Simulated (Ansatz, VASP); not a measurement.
# LiF in VASP and in Ansatz

File POSCAR:

```
LiF
1.0
    2.4442934523      0.0000000000      0.0000000000
    0.0000000000      2.4442934523      0.0000000000
    0.0000000000      0.0000000000      2.5162584438
Li F
1 1
Direct
    0.0000000000      0.0000000000      0.0000000000
    0.5000000000      0.5000000000      0.5000000000
```

INCAR.step1

```
PREC = Accurate ; ENCUT = 520
ISMEAR = 0 ; SIGMA = 0.01
LREAL = False ; LASPH = True
NELM = 60 ; NBANDS = 12
GGA = PE ; ALGO = Normal
EDIFF = 1E-4 ; LWAVE = True
LCHARG = False
```

The input INCAR.step2:

```
PREC = Accurate ; ENCUT = 520
EDIFF = 1E-7 ; ISMEAR = 0
SIGMA = 0.01 ; LREAL = False
LASPH = True ; NELM = 60
ALGO = Normal ; ISIF = 2
LWAVE = False ; LCHARG = False
METAGGA = R2SCAN ; LMIXTAU = True
NBANDS = 12 ; ISTART = 1
```

The input KPOINTS:

```
Automatic mesh
0
Gamma
  10 10 10
```

Input for Ansatz:

```yaml
crystal:
  lattice:
    - [2.4442934523, 0.0, 0.0]
    - [0.0, 2.4442934523, 0.0]
    - [0.0, 0.0, 2.5162584438]
  atoms:
    - { symbol: Li, position: [0.0, 0.0, 0.0] }
    - { symbol: F, position: [0.5, 0.5, 0.5] }
kpoints:
  mp_grid: { grid: [10, 10, 10] }
  band_path:
    path:
      - [0.0, 0.0, 0.0]
      - [0.0, 0.5, 0.0]
      - [0.5, 0.5, 0.0]
      - [0.5, 0.5, 0.5]
      - [0.0, 0.5, 0.5]
    npoints: 1
hamiltonian:
  xc: r2scan
scf:
  occupations: { method: fixed }
  n_extra_bands: 4
output:
  forces: true
  stress: true
  eigenvalues: true
```

Change from the starting cell: biaxial_xy strain -2.9%.

Alike in both runs: task single point; functional r2SCAN; k mesh 10 × 10 × 10; no spin polarisation.

|  | VASP | Ansatz |
| --- | --- | --- |
| version | VASP 6.6.1 | Ansatz 0.2.0 |
| potentials or method | VASP PAW PBE potentials, release 64 (Li_sv, F) | plane waves, PAW |
| plane-wave cutoff (eV) | 520 | 500 |
| occupations | gaussian, width 0.01 eV | fixed |
| valence electrons in the cell | 10 | 10 |

Ansatz gave:

| Item | Value |
| --- | --- |
| gap on the k mesh at the Fermi level (eV) | 9.37 |

Task: Which values does VASP return?

Result: gap on the k mesh at the Fermi level (eV): 9.63.

VASP's potentials were made for PBE, not for r2SCAN.

Noted on VASP's run: the cutoff is short for stress, so the pressure is rough.
